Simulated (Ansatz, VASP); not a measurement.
Given: the input of a run of Ansatz 0.2.0 on MgI2.

File input.yaml:

```yaml
crystal:
  lattice:
    - [4.1674180176, 0.0, 0.0]
    - [-2.0837090088, 3.6090898714, 0.0]
    - [0.0, 0.0, 6.9255642418]
  atoms:
    - { symbol: I, position: [0.6666666667, 0.3333333333, 0.75] }
    - { symbol: I, position: [0.3333333333, 0.6666666667, 0.25] }
    - { symbol: Mg, position: [0.0, 0.0, 0.0] }
kpoints:
  mp_grid: { grid: [8, 8, 4] }
scf:
  occupations: { method: fermi_dirac, width: 0.05 }
hamiltonian:
  xc: lda
  pseudopotentials: { kind: all_electron, lapw: { basis_error: 0.002 } }
output:
  forces: true
  stress: true
  eigenvalues: true
```

Potentials or basis: all-electron LAPW, scalar-relativistic.

Launch:

```console
$ ansatz run input.yaml --threads 2 --pin off --max-ram 8192MiB --backend cpu --events-out ev --progress --plain --runs-dir out
```

Task: Set up the same calculation for VASP 6.6.1. Potentials there: VASP PAW LDA potentials, release 64 (I, Mg).

Result: As run (the cutoff follows the program's own potentials):

The input INCAR:

```
SYSTEM = MgI2
ALGO = Normal
EDIFF = 1E-7
ENCUT = 520
ISIF = 2
ISMEAR = -1
LASPH = .True.
LCHARG = .False.
LREAL = .False.
LWAVE = .False.
NBANDS = 15
NELM = 80
PREC = Accurate
SIGMA = 0.05
```

File KPOINTS:

```
k-points
0
Gamma
  8 8 4
  0 0 0
```

Contents of POSCAR:

```
MgI2
1.0
    4.1674180176      0.0000000000      0.0000000000
   -2.0837090088      3.6090898714      0.0000000000
    0.0000000000      0.0000000000      6.9255642418
I Mg
2 1
Direct
    0.6666666667      0.3333333333      0.7500000000
    0.3333333333      0.6666666667      0.2500000000
    0.0000000000      0.0000000000      0.0000000000
```

Potentials or basis: VASP PAW LDA potentials, release 64 (I, Mg).

Command:

```console
$ cat potpaw_LDA.64/I/POTCAR potpaw_LDA.64/Mg/POTCAR > POTCAR
$ mpirun -np 1 vasp_std > vasp.out
```

Both were run:

|  | VASP | Ansatz | Ansatz less VASP |
| --- | --- | --- | --- |
| gap on the k mesh at the Fermi level (eV) | 3.29 | 3.29 | 0.000 |
| least direct gap on the mesh (eV) | 3.30 | 3.29 | -0.009 |
| pressure (GPa) | -2.6 | -2.5 | +0.12 |
| traceless stress, the component that is largest in VASP (GPa) | -0.34 | -0.36 | -0.017 |
| rms of the force components (eV/Å) | 0.219 | 0.212 | -0.0070 |

LDA's correlation is that of Perdew and Zunger in VASP and of Perdew and Wang (1992) in Ansatz. Atom by atom the forces differ by 0.007 eV/Å (rms over components). Ansatz ran all-electron here, and VASP with PAW potentials.

Spin-orbit coupling is off throughout.
